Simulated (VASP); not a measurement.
# Sb (R-3m) in VASP: further runs

Sb is run at these levels: PBEsol, PBEsol+D4, PBE; tasks: electric field gradients.

Everything below comes from runs of VASP 6.6.1. Logs are shortened: lines on timing, memory, paths and dates and some standing lists are left out, and cuts for length are marked.

### Step 1. The cell of the first run

Symmetry: R-3m, No. 166, trigonal system. The conventional cell has a = 4.301 Å, b = 4.301 Å, c = 11.232 Å, α = 90.00°, β = 90.00°, γ = 120.00°. Sb (site symmetry 3m) has 6 Sb at 2.90 to 3.34 Å within 3.8 Å.

### Step 2. Electric field gradients, PBEsol

INCAR reads:

```
SYSTEM = Sb
PREC = Accurate
ENCUT = 400
EDIFF = 1E-8
ISMEAR = -1
SIGMA = 0.05
LREAL = .False.
LASPH = .True.
NELM = 120
ALGO = Normal
ISIF = 2
LWAVE = .False.
LCHARG = .False.
GGA = PS
LEFG = .True.
NBANDS = 22
GGA_COMPAT = .False.
```

KPOINTS reads:

```
Automatic mesh
0
Gamma
  9 9 9
  0 0 0
```

POSCAR reads:

```
Sb
1.0
    2.1506003320      1.2416496806      3.7440000000
   -2.1506003320      1.2416496806      3.7440000000
    0.0000000000     -2.4832993611      3.7440000000
Sb
2
Direct
    0.2336400000      0.2336400000      0.2336400000
    0.7663600000      0.7663600000      0.7663600000
```

Potentials or basis: VASP PAW PBE potentials, release 64 (Sb_d_GW).

On the command line:

```console
> cat potpaw_PBE.64/Sb_d_GW/POTCAR > POTCAR
> mpirun -np 1 vasp_std > vasp.out
```

OUTCAR:

```text
SYSTEM = Sb
   PREC = Accurate
   ENCUT = 400
   EDIFF = 1E-8
   ISMEAR = -1
   LREAL = .False.
   LASPH = .True.
   NELM = 120
   ISIF = 2
   GGA = PS

 ion  position               nearest neighbor table
   1  0.234  0.234  0.234-   2 2.90   2 2.90   2 2.90   2 3.34   2 3.34   2 3.34
   2  0.766  0.766  0.766-   1 2.90   1 2.90   1 2.90   1 3.34   1 3.34   1 3.34

  LATTYP: Found a trigonal (rhomboedric) cell.
 ALAT       =     4.4926953733
 COS(alpha) =     0.5417151843

  Lattice vectors:

 A1 = (   2.1506003320,   1.2416496806,   3.7440000000)
 A2 = (  -2.1506003320,   1.2416496806,   3.7440000000)
 A3 = (   0.0000000000,  -2.4832993611,   3.7440000000)

Analysis of symmetry for initial positions (statically):
=====================================================================
 Subroutine PRICEL returns:
 Original cell was already a primitive cell.

 Routine SETGRP: Setting up the symmetry group for a
 trigonal (rhombohedral) supercell.

 Subroutine GETGRP returns: Found 12 space group operations
 (whereof 12 operations were pure point group operations)
 out of a pool of 12 trial point group operations.

The static configuration has the point symmetry D_3d.

Analysis of symmetry for dynamics (positions and initial velocities):
=====================================================================
 Subroutine PRICEL returns:
 Original cell was already a primitive cell.

 Routine SETGRP: Setting up the symmetry group for a
 trigonal (rhombohedral) supercell.

 Subroutine GETGRP returns: Found 12 space group operations
 (whereof 12 operations were pure point group operations)
 out of a pool of 12 trial point group operations.

The dynamic configuration has the point symmetry D_3d.

 Subroutine INISYM returns: Found 12 space group operations
 (whereof 12 operations are pure point group operations),
 and found     1 'primitive' translations

----------------------------------------------------------------------------------------

                                     Primitive cell

  volume of cell :      59.9854

  direct lattice vectors                    reciprocal lattice vectors
     2.150600332  1.241649681  3.744000000     0.232493222  0.134230024  0.089031339
    -2.150600332  1.241649681  3.744000000    -0.232493222  0.134230024  0.089031339
     0.000000000 -2.483299361  3.744000000     0.000000000 -0.268460048  0.089031339

  length of vectors
     4.492695373  4.492695373  4.492695373     0.282838075  0.282838075  0.282838075

  position of ions in fractional coordinates (direct lattice)
     0.233640000  0.233640000  0.233640000
     0.766360000  0.766360000  0.766360000

  ion indices of the primitive-cell ions
   primitive index   ion index
                 1           1
                 2           2

----------------------------------------------------------------------------------------

 KPOINTS: Automatic mesh

Automatic generation of k-mesh.
 Grid dimensions read from file:
 generate k-points for:    9    9    9

 Generating k-lattice:

  Cartesian coordinates                     Fractional coordinates (reciprocal lattice)
     0.025832580  0.014914447  0.009892371     0.111111111 -0.000000000 -0.000000000
    -0.025832580  0.014914447  0.009892371    -0.000000000  0.111111111 -0.000000000
     0.000000000 -0.029828894  0.009892371     0.000000000  0.000000000  0.111111111

  Length of vectors
     0.031426453  0.031426453  0.031426453

  Shift w.r.t. Gamma in fractional coordinates (k-lattice)
     0.000000000  0.000000000  0.000000000

 Subroutine IBZKPT returns following result:
 ===========================================

 Found     85 irreducible k-points:

 Following reciprocal coordinates:
            Coordinates               Weight
  0.000000  0.000000  0.000000      1.000000
  0.111111 -0.000000  0.000000      6.000000
  0.222222 -0.000000  0.000000      6.000000
  0.333333  0.000000  0.000000      6.000000
  0.444444 -0.000000  0.000000      6.000000
  0.111111  0.111111  0.000000      6.000000
[... 16 lines left out ...]
 -0.333333  0.333333  0.000000      6.000000
  0.444444  0.444444  0.000000      6.000000
 [... further k-points ...]
   k-points           NKPTS =     85   k-points in BZ     NKDIM =     85   number of bands    NBANDS=     22
   number of dos      NEDOS =    301   number of ions     NIONS =      2
   total plane-waves  NPLWV =  27000
   dimension x,y,z NGX =    30 NGY =   30 NGZ =   30
   dimension x,y,z NGXF=    60 NGYF=   60 NGZF=   60
   ions per type =               2
   NGX,Y,Z   is equivalent  to a cutoff of  11.10, 11.10, 11.10 a.u.
   NGXF,Y,Z  is equivalent  to a cutoff of  22.20, 22.20, 22.20 a.u.
 SYSTEM =  Sb
   PREC   = accura    normal or accurate (medium, high low for compatibility)
   ISTART =      0    job   : 0-new  1-cont  2-samecut
   ICHARG =      2    charge: 1-file 2-atom 10-const
   ISPIN  =      1    spin polarized calculation?
   LNONCOLLINEAR =      F non collinear calculations
   LSORBIT =      F    spin-orbit coupling
   LASPH  =      T    aspherical Exc in radial PAW
   ENCUT  =  400.0 eV  29.40 Ry    5.42 a.u.   7.33  7.33  7.33*2*pi/ulx,y,z
   NELM   =    120;   NELMIN=  2; NELMDL= -5     # of ELM steps
   EDIFF  = 0.1E-07   stopping-criterion for ELM
   LREAL  =      F    real-space projection
   EDIFFG = 0.1E-06   stopping-criterion for IOM
   NSW    =      0    number of steps for IOM
   IBRION =     -1    ionic relax: 0-MD 1-quasi-New 2-CG
   NFREE  =      0    steps in history (QN), initial steepest desc. (CG)
   ISIF   =      2    stress and relaxation
   ISYM   =      2    0-nonsym 1-usesym 2-fastsym
   POTIM  = 0.5000    time-step for ionic-motion
   TEBEG  =    0.0;   TEEND  =   0.0 temperature during run
   PSTRESS=    0.0 pullay stress
   NELECT =      30.0000    total number of electrons
   NUPDOWN=      -1.0000    fix difference up-down
   EMIN   =  10.00;   EMAX   =-10.00  energy-range for DOS
   EFERMI =   0.00;   METHOD = LEGACY
   ISMEAR =    -1;   SIGMA  =   0.05  broadening in eV -4-tet -1-fermi 0-gaus
   EFERMI_NEDOS =   21; number of points for ismear=-14 and -15
   IALGO  =     38    algorithm
   IMIX   =      4    mixing-type and parameters
     AMIX     =   0.40;   BMIX     =  1.00
     AMIX_MAG =   1.60;   BMIX_MAG =  1.00
  volume/ion in A,a.u.               =      29.99       202.40
  Fermi-wavevector in a.u.,A,eV,Ry     =   1.299471  2.455644 22.975140  1.688625
  Thomas-Fermi vector in A             =   2.430733
   LORBIT       =      0    0 simple, 1 ext, 2 COOP (PROOUT), +10 PAW based schemes
   GGA     = PS    functional components
   LHFCALC =     F    Hartree Fock is set to
   AEXX    =    0.0000 exact exchange contribution
   IVDW    =     0    specifies the selected vdW correction
   LEPSILON=     F    determine dielectric tensor
   LRPA    =     F    only Hartree local field effects (RPA)
 non-spin polarized calculation
  energy-cutoff  :      400.00
  volume of cell :       59.99
 maximum number of plane-waves:      1101
 NGX is ok and might be reduce to    30
   NGX = 15   NGY = 15   NGZ = 15

 number of electron      29.9999994 magnetization

 Free energy of the ion-electron system (eV)
  ---------------------------------------------------
  ext. energy  EPLUGINS =         0.00000000
  ---------------------------------------------------
  free energy    TOTEN  =        -9.16290246 eV

  energy without entropy =       -9.16115138  energy(sigma->0) =       -9.16202692

 E-fermi :   5.2659     XC(G=0): -10.0939

 val. band max:        5.2211795238   @ k =   0.3333   0.2222   0.2222
 cond. band min:       5.2831029667   @ k =   0.4444  -0.0000   0.0000
 fundamental gap:      0.0619234429
 Fermi energy:         5.2659105996

 k-point     1 :       0.0000    0.0000    0.0000
  band No.  band energies     occupation
      1     -24.0842      2.00000
      2     -24.0842      2.00000
      3     -23.9928      2.00000
      4     -23.9928      2.00000
      5     -23.9681      2.00000
      6     -23.8761      2.00000
[... 14 lines left out ...]
     21      10.5207      0.00000
     22      11.7523      0.00000

 k-point     2 :       0.1111   -0.0000    0.0000
  band No.  band energies     occupation
      1     -24.0791      2.00000
      2     -24.0769      2.00000
      3     -23.9904      2.00000
      4     -23.9887      2.00000
      5     -23.9651      2.00000
      6     -23.8794      2.00000
[... 542 lines left out ...]
 k-point    24 :       0.4444    0.4444    0.0000
  band No.  band energies     occupation
      1     -24.0776      2.00000
      2     -23.9975      2.00000
      3     -23.9849      2.00000
      4     -23.9365      2.00000
      5     -23.9279      2.00000
      6     -23.9235      2.00000
[... 14 lines left out ...]
     21      14.9839      0.00000
     22      16.3875      0.00000

 [... further k-points ...]

------------------------ aborting loop because EDIFF is reached ----------------------------------------

  FORCE on cell =-STRESS in cart. coord.  units (eV):
  Direction    XX          YY          ZZ          XY          YZ          ZX
  --------------------------------------------------------------------------------------
  -------------------------------------------------------------------------------------
  Total        0.1084103      0.1084103     -0.0765947      0.0000000     -0.0000000      0.0000000
  in kB        2.8955788      2.8955788     -2.0458000      0.0000000     -0.0000000      0.0000000
  external PRESSURE =       1.2484526 kB  Pullay stress =       0.0000000 kB

 VOLUME and BASIS-vectors are now :
 -----------------------------------------------------------------------------
  energy-cutoff  :      400.00
  volume of cell :       59.99
      direct lattice vectors                 reciprocal lattice vectors
     2.150600332  1.241649681  3.744000000     0.232493222  0.134230024  0.089031339
    -2.150600332  1.241649681  3.744000000    -0.232493222  0.134230024  0.089031339
     0.000000000 -2.483299361  3.744000000     0.000000000 -0.268460048  0.089031339

 POSITION                                       TOTAL-FORCE (eV/Angst)
 -----------------------------------------------------------------------------------
      0.00000      0.00000      2.62424         0.000000      0.000000      0.145258
      0.00000      0.00000      8.60776         0.000000     -0.000000     -0.145258
 -----------------------------------------------------------------------------------
    total drift:                               -0.000000      0.000000      0.000000

  FREE ENERGIE OF THE ION-ELECTRON SYSTEM (eV)
  ---------------------------------------------------
  free  energy   TOTEN  =        -9.1629024576 eV

  energy  without entropy=       -9.1611513775  energy(sigma->0) =       -9.16202692

 Electric field gradients (V/A^2)
---------------------------------------------------------------------
 ion       V_xx      V_yy      V_zz      V_xy      V_xz      V_yz
---------------------------------------------------------------------
   1      22.824    22.824   -45.649    -0.000     0.000    -0.000
   2      22.824    22.824   -45.649    -0.000    -0.000    -0.000
---------------------------------------------------------------------

 Electric field gradients after diagonalization (V/A^2)
 (convention: |V_zz| > |V_xx| > |V_yy|)
----------------------------------------------------------------------
 ion       V_xx      V_yy      V_zz     asymmetry (V_yy - V_xx)/ V_zz
----------------------------------------------------------------------
   1      22.824    22.824   -45.649       0.000
   2      22.824    22.824   -45.649       0.000
----------------------------------------------------------------------

           NMR quadrupolar parameters

 Cq : quadrupolar parameter    Cq=e*Q*V_zz/h
 eta: asymmetry parameters     (V_yy - V_xx)/ V_zz
 Q  : nuclear electric quadrupole moment in mb (millibarn)
----------------------------------------------------------------------
 ion       Cq(MHz)       eta       Q (mb)
----------------------------------------------------------------------
   1      -0.110       0.000       1.000
   2      -0.110       0.000       1.000
----------------------------------------------------------------------
```

It used 210 s of CPU time on 1 thread of AMD EPYC 7R13 Processor (Zen 3) (shared host).

What came out:

```
Free energy            : -9.1629 eV
Pressure               : 0.1 GPa
Largest force          : 0.145 eV/Å
Band gap on the k mesh : 0.06 eV, indirect (least direct gap 0.49 eV)
```

Forces on the atoms (eV/Å):
```
Sb   0.000  0.000  0.145
Sb   0.000  0.000 -0.145
```

Electric field gradients, principal values (V/Å²):
```tsv
atom	least	middle	greatest (by size)
1 Sb	22.824	22.824	-45.649
2 Sb	22.824	22.824	-45.649
```

Caveat: without QUAD_EFG the Cq values of the log hold for a quadrupole moment of 1 mb, not for the nuclei; the PAW data sets were made with another functional, which shifts forces and pressure a little; spin-orbit coupling is left out, which moves the levels of the heavy elements. A k mesh can miss the band edges.

### Step 3. Electric field gradients, PBEsol+D4

INCAR reads:

```
PREC = Accurate
ENCUT = 400
EDIFF = 1E-8
ISMEAR = -1
SIGMA = 0.05
LREAL = False
LASPH = True
NELM = 120
ALGO = Normal
ISIF = 2
LWAVE = False
LCHARG = False
GGA = PS
IVDW = 13
LEFG = True
NBANDS = 22
GGA_COMPAT = False
```

KPOINTS reads:

```
regular mesh
0
Gamma
  9 9 9
```

POSCAR is that of step 2.

Potentials or basis: VASP PAW PBE potentials, release 64 (Sb_d_GW).

On the command line:

```console
> cat potpaw_PBE.64/Sb_d_GW/POTCAR > POTCAR
> mpirun -np 1 vasp_std > vasp.out
```

OUTCAR:

```text
PREC = Accurate
   ENCUT = 400
   EDIFF = 1E-8
   ISMEAR = -1
   LREAL = False
   LASPH = True
   NELM = 120
   ISIF = 2
   GGA = PS
   IVDW = 13

 ion  position               nearest neighbor table
   1  0.234  0.234  0.234-   2 2.90   2 2.90   2 2.90   2 3.34   2 3.34   2 3.34
   2  0.766  0.766  0.766-   1 2.90   1 2.90   1 2.90   1 3.34   1 3.34   1 3.34

  LATTYP: Found a trigonal (rhomboedric) cell.
 ALAT       =     4.4926953733
 COS(alpha) =     0.5417151843

  Lattice vectors:

 A1 = (   2.1506003320,   1.2416496806,   3.7440000000)
 A2 = (  -2.1506003320,   1.2416496806,   3.7440000000)
[... 817 lines left out ...]
  free  energy   TOTEN  =        -9.7515387737 eV

  energy  without entropy=       -9.7497876936  energy(sigma->0) =       -9.75066323

 Electric field gradients (V/A^2)
---------------------------------------------------------------------
 ion       V_xx      V_yy      V_zz      V_xy      V_xz      V_yz
---------------------------------------------------------------------
   1      22.824    22.824   -45.649    -0.000     0.000    -0.000
   2      22.824    22.824   -45.649    -0.000    -0.000    -0.000
---------------------------------------------------------------------

 Electric field gradients after diagonalization (V/A^2)
 (convention: |V_zz| > |V_xx| > |V_yy|)
----------------------------------------------------------------------
 ion       V_xx      V_yy      V_zz     asymmetry (V_yy - V_xx)/ V_zz
----------------------------------------------------------------------
   1      22.824    22.824   -45.649       0.000
   2      22.824    22.824   -45.649       0.000
----------------------------------------------------------------------

           NMR quadrupolar parameters

 Cq : quadrupolar parameter    Cq=e*Q*V_zz/h
 eta: asymmetry parameters     (V_yy - V_xx)/ V_zz
 Q  : nuclear electric quadrupole moment in mb (millibarn)
----------------------------------------------------------------------
 ion       Cq(MHz)       eta       Q (mb)
----------------------------------------------------------------------
   1      -0.110       0.000       1.000
   2      -0.110       0.000       1.000
----------------------------------------------------------------------
```

OSZICAR:

```text
N       E                     dE             d eps       ncg     rms          rms(c)
DAV:   1     0.220611324509E+03    0.22061E+03   -0.84340E+03  5268   0.109E+04
DAV:   2     0.197315263367E+02   -0.20088E+03   -0.19366E+03  7376   0.128E+03
DAV:   3    -0.823385972649E+01   -0.27965E+02   -0.27819E+02  7324   0.211E+02
DAV:   4    -0.914938915710E+01   -0.91553E+00   -0.91520E+00  6170   0.284E+01
DAV:   5    -0.918223337788E+01   -0.32844E-01   -0.32842E-01  6120   0.831E+00    0.375E+00
DAV:   6    -0.916941317190E+01    0.12820E-01   -0.32759E-02  7102   0.841E+00    0.227E+00
DAV:   7    -0.916297658075E+01    0.64366E-02   -0.12629E-02  6188   0.685E+00    0.783E-02
DAV:   8    -0.916287477548E+01    0.10181E-03   -0.17120E-03  6124   0.233E+00    0.488E-02
DAV:   9    -0.916289992969E+01   -0.25154E-04   -0.50502E-05  6540   0.166E-01    0.166E-02
DAV:  10    -0.916290243651E+01   -0.25068E-05   -0.66938E-06  6068   0.952E-02    0.150E-03
DAV:  11    -0.916290257037E+01   -0.13385E-06   -0.45435E-07  5520   0.704E-03    0.123E-03
DAV:  12    -0.916290246473E+01    0.10564E-06   -0.49593E-08  4682   0.794E-03    0.202E-04
DAV:  13    -0.916290245172E+01    0.13007E-07   -0.11374E-08  3004   0.157E-03    0.803E-05
DAV:  14    -0.916290245762E+01   -0.58926E-08   -0.13207E-09  3178   0.209E-03
   1 F= -.97515388E+01 E0= -.97506632E+01  d E =-.175108E-02
```

stdout:

```text
POSCAR found type information on POSCAR Sb
 POSCAR found :  1 types and       2 ions
 scaLAPACK will be used
 -----------------------------------------------------------------------------
|                                                                             |
|                                                                             |
|     You enforced a specific xc type in the INCAR file but a different       |
|     I HOPE YOU KNOW WHAT YOU ARE DOING!                                     |
|                                                                             |
 -----------------------------------------------------------------------------

 LDA part: xc-table for (Slater+PW92), standard interpolation
 POSCAR, INCAR and KPOINTS ok, starting setup
 FFT: planning ... GRIDC
 FFT: planning ... GRID_SOFT
 FFT: planning ... GRID
 WAVECAR not read
 entering main loop
ion   1

ion   2
```

It took 2.6 min on 1 thread of AMD EPYC 7R43 (Zen 3), shared host; peak memory 0.18 GiB.

Results:

```
Free energy                : -9.7515 eV
Pressure                   : -1.4 GPa
Largest force              : 0.143 eV/Å
Band gap on the k mesh     : 0.06 eV, indirect (least direct gap 0.49 eV)
Dispersion energy per atom : -0.294 eV
```

Forces in eV/Å, atoms in the order of the input:
```
Sb   0.000  0.000  0.143
Sb   0.000  0.000 -0.143
```

Electric field gradients, principal values (V/Å²):
```
atom   least  middle  greatest (by size)
1 Sb  22.824  22.824             -45.649
2 Sb  22.824  22.824             -45.649
```

Caveat: without QUAD_EFG the Cq values of the log hold for a quadrupole moment of 1 mb, not for the nuclei; the PAW data sets were made with another functional, which shifts forces and pressure a little; spin-orbit coupling is left out, which moves the levels of the heavy elements.

(Continued in part 2 of 4.)
